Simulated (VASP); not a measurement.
Wanted: the native input for a VASP 6.6.1 run.

```yaml
Task: single point
Functional: PBE
Dispersion: D3(BJ)
Potentials_or_basis: VASP PAW PBE potentials, release 64 (Se)
Cutoff: 520 eV
k_mesh: 12 × 12 × 8
Occupations: gaussian, width 0.02 eV
Spin: no spin polarisation
Dipole_correction: no
Further_INCAR_settings: ALGO = Normal; EDIFF = 1e-06; NBANDS = 16
```

The structure of Se lies in POSCAR:

```
Se
1.0
    4.0669563990      0.0000000000      0.0000000000
   -2.0334781995      3.5220875577      0.0000000000
    0.0000000000      0.0000000000      5.1287646804
Se
3
Direct
    0.2473598548      0.0000000000      0.3333333333
    0.0000000000      0.2473598548      0.6666666667
    0.7526401452      0.7526401452      0.0000000000
```

These files were run (other wordings do the same):

INCAR

```
PREC = Accurate ; ENCUT = 520
EDIFF = 1E-6 ; ISMEAR = 0
SIGMA = 0.02 ; LREAL = F
LASPH = T ; NELM = 80
ALGO = Normal ; ISIF = 2
LWAVE = F ; LCHARG = T
GGA = PE ; IVDW = 12
LELF = T ; LVHAR = T
NBANDS = 16
```

KPOINTS

```
Automatic mesh
0
Gamma
  12 12 8
```

Potentials or basis: VASP PAW PBE potentials, release 64 (Se).

Run with:

```console
$ cat potpaw_PBE.64/Se/POTCAR > POTCAR
$ mpirun -np 1 vasp_std > vasp.out
```

Results of the run:

```yaml
Pressure: 0.1 GPa
Largest_force: 0.020 eV/Å
Band_gap_on_the_k_mesh: 0.51 eV (least direct gap 0.52 eV)
Dispersion_energy_per_atom: -0.356 eV
```

Run time: 110 s on 1 thread of Intel(R) Xeon(R) Platinum 8259CL CPU @ 2.50GHz (Skylake/Cascade Lake), on a shared host, peak memory 0.27 GiB.
